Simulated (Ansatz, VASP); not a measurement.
One calculation of SrO, two programs

```
Sr O
1.0
     0.00000    2.56121    2.56121
     2.56121    0.00000    2.56121
     2.56121    2.56121    0.00000
Sr O
1 1
Direct
  0.00000 0.00000 0.00000
  0.50000 0.50000 0.50000
```

Change from the starting cell: volume scaled by 0.99, crystal datasets.

Alike in both runs: task electric field gradients; functional LDA; k mesh 8 × 8 × 8; occupations fermi-dirac, width 0.02 eV; no spin polarisation.

|  | VASP | Ansatz |
| --- | --- | --- |
| version | VASP 6.6.1 | Ansatz 0.2.0 |
| potentials or method | VASP PAW LDA potentials, release 64 (Sr_sv, O), cutoff 520 eV | all-electron PAW with datasets made for the crystal, scalar-relativistic |

|  | VASP | Ansatz | Ansatz less VASP |
| --- | --- | --- | --- |
| gap on the k mesh at the Fermi level (eV) | 3.09 | 3.15 | +0.058 |
| pressure (GPa) | -2.6 | -3.3 | -0.72 |

LDA's correlation is that of Perdew and Zunger in VASP and of Perdew and Wang (1992) in Ansatz. Ansatz ran all-electron here, and VASP with PAW potentials.
